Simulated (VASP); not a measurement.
# P (Pm-3m) in VASP: notebook

P is run at these levels: revPBE; tasks: single point.

Program: VASP 6.6.1. These are calculated values, not measurements. Logs are shortened: lines on timing, memory, paths and dates and some standing lists are left out, and cuts for length are marked.

## 1. The cell of the first run

Symmetry: Pm-3m, No. 221, cubic system. The conventional cell has a = 2.453 Å, b = 2.453 Å, c = 2.453 Å, α = 90.00°, β = 90.00°, γ = 90.00°. Within 3.2 Å of P (site symmetry m-3m) lie 6 P at 2.45 Å.

## 2. Single point, revPBE

Input file INCAR:

```
ALGO     = Normal         # electronic algorithm
EDIFF    = 1E-7           # SCF threshold, eV
ENCUT    = 520            # plane-wave cutoff, eV
GGA      = RE             # functional
ISIF     = 2              # what is computed and relaxed
ISMEAR   = -1             # smearing method
LASPH    = T              # aspherical terms in the spheres
LCHARG   = F              # write CHGCAR
LREAL    = F              # projectors in reciprocal space
LWAVE    = F              # write WAVECAR
NBANDS   = 8              # bands
NELM     = 60             # most SCF steps
PREC     = Accurate       # precision mode
SIGMA    = 0.1            # smearing width, eV
```

Input file KPOINTS:

```
k-points
0
Gamma
  12 12 12
```

Input file POSCAR:

```
P
1.0
    2.4527709036      0.0000000000      0.0000000000
    0.0000000000      2.4527709036      0.0000000000
    0.0000000000      0.0000000000      2.4527709036
P
1
Direct
    0.0000000000      0.0000000000      0.0000000000
```

Potentials or basis: VASP PAW PBE potentials, release 64 (P).

The run is started by

```
cat potpaw_PBE.64/P/POTCAR > POTCAR
mpirun -np 1 vasp_std > vasp.out
```

OUTCAR:

```text
EDIFF = 1E-7
   ENCUT = 520
   GGA = RE
   ISIF = 2
   ISMEAR = -1
   LASPH = T
   LREAL = F
   NELM = 60
   PREC = Accurate

 ion  position               nearest neighbor table
   1  0.000  0.000  0.000-

  LATTYP: Found a simple cubic cell.
 ALAT       =     2.4527709036

  Lattice vectors:

 A1 = (   2.4527709036,   0.0000000000,   0.0000000000)
 A2 = (   0.0000000000,   2.4527709036,   0.0000000000)
 A3 = (   0.0000000000,   0.0000000000,   2.4527709036)

Analysis of symmetry for initial positions (statically):
=====================================================================
 Subroutine PRICEL returns:
 Original cell was already a primitive cell.

 Routine SETGRP: Setting up the symmetry group for a
 simple cubic supercell.

 Subroutine GETGRP returns: Found 48 space group operations
 (whereof 48 operations were pure point group operations)
 out of a pool of 48 trial point group operations.

The static configuration has the point symmetry O_h .

Analysis of symmetry for dynamics (positions and initial velocities):
=====================================================================
 Subroutine PRICEL returns:
 Original cell was already a primitive cell.

 Routine SETGRP: Setting up the symmetry group for a
 simple cubic supercell.

 Subroutine GETGRP returns: Found 48 space group operations
 (whereof 48 operations were pure point group operations)
 out of a pool of 48 trial point group operations.

The dynamic configuration has the point symmetry O_h .

 Subroutine INISYM returns: Found 48 space group operations
 (whereof 48 operations are pure point group operations),
 and found     1 'primitive' translations

----------------------------------------------------------------------------------------

                                     Primitive cell

  volume of cell :      14.7561

  direct lattice vectors                    reciprocal lattice vectors
     2.452770904  0.000000000  0.000000000     0.407702162  0.000000000  0.000000000
     0.000000000  2.452770904  0.000000000     0.000000000  0.407702162  0.000000000
     0.000000000  0.000000000  2.452770904     0.000000000  0.000000000  0.407702162

  length of vectors
     2.452770904  2.452770904  2.452770904     0.407702162  0.407702162  0.407702162

  position of ions in fractional coordinates (direct lattice)
     0.000000000  0.000000000  0.000000000

  ion indices of the primitive-cell ions
[... 68 lines left out ...]
   ISPIN  =      1    spin polarized calculation?
   LNONCOLLINEAR =      F non collinear calculations
   LSORBIT =      F    spin-orbit coupling
   LASPH  =      T    aspherical Exc in radial PAW
   ENCUT  =  520.0 eV  38.22 Ry    6.18 a.u.   4.56  4.56  4.56*2*pi/ulx,y,z
   NELM   =     60;   NELMIN=  2; NELMDL= -5     # of ELM steps
   EDIFF  = 0.1E-06   stopping-criterion for ELM
   LREAL  =      F    real-space projection
   EDIFFG = 0.1E-05   stopping-criterion for IOM
   NSW    =      0    number of steps for IOM
   IBRION =     -1    ionic relax: 0-MD 1-quasi-New 2-CG
   NFREE  =      0    steps in history (QN), initial steepest desc. (CG)
   ISIF   =      2    stress and relaxation
   ISYM   =      2    0-nonsym 1-usesym 2-fastsym
   POTIM  = 0.5000    time-step for ionic-motion
   TEBEG  =    0.0;   TEEND  =   0.0 temperature during run
   PSTRESS=    0.0 pullay stress
   NELECT =       5.0000    total number of electrons
   NUPDOWN=      -1.0000    fix difference up-down
   EMIN   =  10.00;   EMAX   =-10.00  energy-range for DOS
   EFERMI =   0.00;   METHOD = LEGACY
   ISMEAR =    -1;   SIGMA  =   0.10  broadening in eV -4-tet -1-fermi 0-gaus
   EFERMI_NEDOS =   21; number of points for ismear=-14 and -15
   IALGO  =     38    algorithm
   IMIX   =      4    mixing-type and parameters
     AMIX     =   0.40;   BMIX     =  1.00
     AMIX_MAG =   1.60;   BMIX_MAG =  1.00
  volume/ion in A,a.u.               =      14.76        99.58
  Fermi-wavevector in a.u.,A,eV,Ry     =   1.141321  2.156784 17.723137  1.302614
  Thomas-Fermi vector in A             =   2.278021
   LORBIT       =      0    0 simple, 1 ext, 2 COOP (PROOUT), +10 PAW based schemes
   GGA     = RE    functional components
   LHFCALC =     F    Hartree Fock is set to
   AEXX    =    0.0000 exact exchange contribution
   IVDW    =     0    specifies the selected vdW correction
   LEPSILON=     F    determine dielectric tensor
   LRPA    =     F    only Hartree local field effects (RPA)
 non-spin polarized calculation
  energy-cutoff  :      520.00
  volume of cell :       14.76
 maximum number of plane-waves:       432
   NGX =  9   NGY =  9   NGZ =  9

 number of electron       4.9999999 magnetization

 Free energy of the ion-electron system (eV)
  ---------------------------------------------------
  ext. energy  EPLUGINS =         0.00000000
  ---------------------------------------------------
  free energy    TOTEN  =        -4.93375460 eV

  energy without entropy =       -4.91934152  energy(sigma->0) =       -4.92654806

 E-fermi :   9.5584     XC(G=0): -11.1975

 val. band max:        9.5370113201   @ k =   0.4167   0.2500   0.0000
 cond. band min:       9.6377115763   @ k =   0.4167   0.2500   0.0833
 fundamental gap:      0.1007002563
 Fermi energy:         9.5583500330

 k-point     1 :       0.0000    0.0000    0.0000
  band No.  band energies     occupation
      1      -6.8623      2.00000
      2      14.4703      0.00000
      3      14.4703      0.00000
      4      14.4703      0.00000
      5      16.2717      0.00000
      6      16.2717      0.00000
      7      23.7254      0.00000
      8      33.6747      0.00000
[... 243 lines left out ...]
 k-point    24 :       0.4167    0.3333    0.0000
  band No.  band energies     occupation
      1      -0.8667      2.00000
      2       4.0079      2.00000
      3       7.1461      2.00000
      4      13.8460      0.00000
      5      18.6048      0.00000
      6      24.3583      0.00000
      7      26.0097      0.00000
      8      27.9980      0.00000

 [... further k-points ...]
[... 5 lines left out ...]
  --------------------------------------------------------------------------------------
  -------------------------------------------------------------------------------------
  Total       -0.0536953     -0.0536953     -0.0536953     -0.0000000     -0.0000000      0.0000000
  in kB       -5.8300982     -5.8300982     -5.8300982     -0.0000000     -0.0000000      0.0000000
  external PRESSURE =      -5.8300982 kB  Pullay stress =       0.0000000 kB

 VOLUME and BASIS-vectors are now :
 -----------------------------------------------------------------------------
  energy-cutoff  :      520.00
  volume of cell :       14.76
      direct lattice vectors                 reciprocal lattice vectors
     2.452770904  0.000000000  0.000000000     0.407702162  0.000000000  0.000000000
     0.000000000  2.452770904  0.000000000     0.000000000  0.407702162  0.000000000
     0.000000000  0.000000000  2.452770904     0.000000000  0.000000000  0.407702162

 POSITION                                       TOTAL-FORCE (eV/Angst)
 -----------------------------------------------------------------------------------
      0.00000      0.00000      0.00000         0.000000      0.000000      0.000000
 -----------------------------------------------------------------------------------
    total drift:                               -0.000000      0.000000     -0.000000

  FREE ENERGIE OF THE ION-ELECTRON SYSTEM (eV)
  ---------------------------------------------------
  free  energy   TOTEN  =        -4.9337545994 eV

  energy  without entropy=       -4.9193415209  energy(sigma->0) =       -4.92654806
```

Wall time 8.7 s (1 thread of Intel Xeon 8259CL, shared host); peak memory 0.12 GiB.

What came out:

```yaml
Free_energy: -4.9338 eV
Pressure: -0.6 GPa
```

Caveat: the PAW data sets were made with another functional, which shifts forces and pressure a little.

## 3. Single point, revPBE (volume scaled by 0.88)

Input file INCAR:

```
ALGO = Normal
EDIFF = 1E-6
ENCUT = 520
GGA = RE
ISIF = 2
ISMEAR = -1
LASPH = True
LCHARG = False
LREAL = False
LWAVE = False
NBANDS = 8
NELM = 100
PREC = Accurate
SIGMA = 0.1
```

Input file KPOINTS:

```
k-points
0
Gamma
  14 14 14
```

Input file POSCAR:

```
P
1.0
    2.3504510425      0.0000000000      0.0000000000
    0.0000000000      2.3504510425      0.0000000000
    0.0000000000      0.0000000000      2.3504510425
P
1
Direct
    0.0000000000      0.0000000000      0.0000000000
```

Potentials or basis: VASP PAW PBE potentials, release 64 (P).

The run is started by

```
cat potpaw_PBE.64/P/POTCAR > POTCAR
mpirun -np 1 vasp_std > vasp.out
```

OUTCAR:

```text
EDIFF = 1E-6
   ENCUT = 520
   GGA = RE
   ISIF = 2
   ISMEAR = -1
   LASPH = True
   LREAL = False
   NELM = 100
   PREC = Accurate

 ion  position               nearest neighbor table
   1  0.000  0.000  0.000-

  LATTYP: Found a simple cubic cell.
 ALAT       =     2.3504510425

  Lattice vectors:

 A1 = (   2.3504510425,   0.0000000000,   0.0000000000)
 A2 = (   0.0000000000,   2.3504510425,   0.0000000000)
 A3 = (   0.0000000000,   0.0000000000,   2.3504510425)

Analysis of symmetry for initial positions (statically):
=====================================================================
 Subroutine PRICEL returns:
 Original cell was already a primitive cell.

 Routine SETGRP: Setting up the symmetry group for a
 simple cubic supercell.

 Subroutine GETGRP returns: Found 48 space group operations
 (whereof 48 operations were pure point group operations)
 out of a pool of 48 trial point group operations.

The static configuration has the point symmetry O_h .

Analysis of symmetry for dynamics (positions and initial velocities):
=====================================================================
[... 153 lines left out ...]

  energy without entropy =       -4.84773420  energy(sigma->0) =       -4.85354111

 E-fermi :  11.4030     XC(G=0): -11.7698

 val. band max:       11.3654300375   @ k =   0.2857   0.2143   0.0714
 cond. band min:      11.4433322843   @ k =   0.5000   0.2857   0.2143
 fundamental gap:      0.0779022468
 Fermi energy:        11.4029521297

 k-point     1 :       0.0000    0.0000    0.0000
  band No.  band energies     occupation
      1      -6.3189      2.00000
      2      17.1087      0.00000
      3      17.1087      0.00000
      4      17.1087      0.00000
      5      17.9811      0.00000
      6      17.9811      0.00000
      7      27.2075      0.00000
      8      37.3443      0.00000
[... 243 lines left out ...]
 k-point    24 :       0.3571    0.2143    0.0000
  band No.  band energies     occupation
      1      -2.1100      2.00000
      2       5.5034      2.00000
      3      12.0710      0.00251
      4      20.3073      0.00000
      5      20.5237      0.00000
      6      25.0147      0.00000
      7      28.9592      0.00000
      8      32.0758      0.00000

 [... further k-points ...]
[... 5 lines left out ...]
  --------------------------------------------------------------------------------------
  -------------------------------------------------------------------------------------
  Total        1.5365887      1.5365887      1.5365887      0.0000000      0.0000000      0.0000000
  in kB      189.5896325    189.5896325    189.5896325      0.0000000      0.0000000      0.0000000
  external PRESSURE =     189.5896325 kB  Pullay stress =       0.0000000 kB

 VOLUME and BASIS-vectors are now :
 -----------------------------------------------------------------------------
  energy-cutoff  :      520.00
  volume of cell :       12.99
      direct lattice vectors                 reciprocal lattice vectors
     2.350451043  0.000000000  0.000000000     0.425450257  0.000000000  0.000000000
     0.000000000  2.350451043  0.000000000     0.000000000  0.425450257  0.000000000
     0.000000000  0.000000000  2.350451043     0.000000000  0.000000000  0.425450257

 POSITION                                       TOTAL-FORCE (eV/Angst)
 -----------------------------------------------------------------------------------
      0.00000      0.00000      0.00000         0.000000      0.000000      0.000000
 -----------------------------------------------------------------------------------
    total drift:                                0.000000     -0.000000     -0.000000

  FREE ENERGIE OF THE ION-ELECTRON SYSTEM (eV)
  ---------------------------------------------------
  free  energy   TOTEN  =        -4.8593480308 eV

  energy  without entropy=       -4.8477341965  energy(sigma->0) =       -4.85354111
```

OSZICAR:

```text
N       E                     dE             d eps       ncg     rms          rms(c)
DAV:   1     0.482519464687E+00    0.48252E+00   -0.21498E+03  2064   0.450E+02
DAV:   2    -0.481549455216E+01   -0.52980E+01   -0.50534E+01  2808   0.482E+01
DAV:   3    -0.485936987742E+01   -0.43875E-01   -0.43782E-01  2144   0.481E+00
DAV:   4    -0.485943297321E+01   -0.63096E-04   -0.63095E-04  3064   0.188E-01
DAV:   5    -0.485943303012E+01   -0.56914E-07   -0.55991E-07  2136   0.272E-03    0.622E+00
DAV:   6    -0.485863078032E+01    0.80225E-03   -0.77671E-04  2480   0.238E-01    0.370E+00
DAV:   7    -0.485920091932E+01   -0.57014E-03   -0.21995E-03  2280   0.436E-01    0.131E-01
DAV:   8    -0.485933241278E+01   -0.13149E-03   -0.94043E-05  2600   0.780E-02    0.189E-02
DAV:   9    -0.485934724725E+01   -0.14834E-04   -0.13961E-05  2336   0.292E-02    0.305E-03
DAV:  10    -0.485934803077E+01   -0.78352E-06   -0.11025E-06  2592   0.820E-03
   1 F= -.48593480E+01 E0= -.48535411E+01  d E =-.116138E-01
```

stdout:

```text
POSCAR found type information on POSCAR P
 POSCAR found :  1 types and       1 ions
 scaLAPACK will be used
 -----------------------------------------------------------------------------
|                                                                             |
|                                                                             |
|     You enforced a specific xc type in the INCAR file but a different       |
|     I HOPE YOU KNOW WHAT YOU ARE DOING!                                     |
|                                                                             |
 -----------------------------------------------------------------------------

 LDA part: xc-table for (Slater+PW92), standard interpolation
 POSCAR, INCAR and KPOINTS ok, starting setup
 FFT: planning ... GRIDC
 FFT: planning ... GRID_SOFT
 FFT: planning ... GRID
 WAVECAR not read
 entering main loop
```

Run time: 10 s. Hardware: 1 thread of Intel Xeon 8259CL, shared host; peak memory 0.11 GiB.

Results:

| Property | Result |
| --- | --- |
| Free energy | -4.8593 eV |
| Pressure | 19.0 GPa |

Caveat: the PAW data sets were made with another functional, which shifts forces and pressure a little.

## 4. Single point, revPBE (volume scaled by 0.92)

Input file INCAR:

```
SYSTEM = P
PREC = Accurate ; ENCUT = 520
EDIFF = 1E-7 ; ISMEAR = -1
SIGMA = 0.1 ; LREAL = .FALSE.
LASPH = .TRUE. ; NELM = 60
ALGO = Normal ; ISIF = 2
LWAVE = .FALSE. ; LCHARG = .FALSE.
GGA = RE ; NBANDS = 8
```

Input file KPOINTS:

```
Automatic mesh
0
G
  14 14 14
  0 0 0
```

Input file POSCAR:

```
P
1.0
    2.3855375741      0.0000000000      0.0000000000
    0.0000000000      2.3855375741      0.0000000000
    0.0000000000      0.0000000000      2.3855375741
P
1
Direct
    0.0000000000      0.0000000000      0.0000000000
```

The run is started by

```
cat potpaw_PBE.64/P/POTCAR > POTCAR
mpirun -np 1 vasp_std > vasp.out
```

It took 11 s on 1 thread of Intel Xeon 8259CL, shared host; peak memory 0.12 GiB.

Results (log left out):

```yaml
Free_energy: -4.9141 eV
Pressure: 11.0 GPa
```

Levels at points of the mesh, in eV from the Fermi level:
| k point | band 1 | band 2 | band 3 | band 4 | band 5 | band 6 |
| --- | --- | --- | --- | --- | --- | --- |
| (0.00, 0.00, 0.00) | -17.24 | 5.44 | 5.44 | 5.44 | 6.65 | 6.65 |
| (0.50, 0.00, 0.00) | -12.54 | -9.29 | 8.58 | 8.58 | 9.35 | 14.61 |
| (0.50, 0.50, 0.00) | -7.39 | -5.62 | -5.62 | 0.54 | 11.53 | 17.29 |
| (0.50, 0.50, 0.50) | -2.26 | -2.26 | -2.26 | -0.76 | 4.41 | 4.41 |

Caveat: the PAW data sets were made with another functional, which shifts forces and pressure a little.

## 5. The runs side by side

| cell | k mesh | gap on the mesh (eV) | pressure (GPa) |
| --- | --- | --- | --- |
| a = 2.453 Å, 1 atom | 12 × 12 × 12 | none | -0.6 |
| a = 2.350 Å, 1 atom | 14 × 14 × 14 | none | 19.0 |
| a = 2.386 Å, 1 atom | 14 × 14 × 14 | none | 11.0 |

Alike in all rows: task single point; level revPBE; potentials or basis VASP PAW PBE potentials, release 64 (P); no spin polarisation; cutoff (eV) 520; smearing fermi-dirac 0.1 eV.

Caveats: the PAW data sets were made with another functional, which shifts forces and pressure a little.

Total energies depend on the potentials used, so only differences within one code and one set of settings carry meaning.
